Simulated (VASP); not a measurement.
As, 2 atoms in the cell. The typed cell holds 2 atoms: a = 4.106 Å, b = 4.106 Å, c = 4.106 Å, α = 54.49°, β = 54.49°, γ = 54.49°. 

| Property | Result |
| --- | --- |
| Program | VASP 6.6.1 |
| Task | single point |
| Functional | PBE |
| Potentials or basis | VASP PAW PBE potentials, release 64 (As) |
| Cutoff | 500 eV |
| k mesh | 7 × 3 × 1 |
| Occupations | tetrahedron |
| Spin | no spin polarisation |
| Dipole correction | no |
| Further INCAR settings | ALGO = Normal; EDIFF = 1e-06; NBANDS = 12 |

Potentials or basis: VASP PAW PBE potentials, release 64 (As).

Command:

```bash
$ cat potpaw_PBE.64/As/POTCAR > POTCAR
$ mpirun -np 1 vasp_std > vasp.out
```

Hardware: 1 thread of Intel Xeon 8259CL, with other jobs on the host.

Q: Estimate the wall time of this run.

A: Run time: 20 s on 1 thread of Intel Xeon 8259CL, with other jobs on the host, peak memory 0.16 GiB. Counts: scf iterations 12, k points 11.
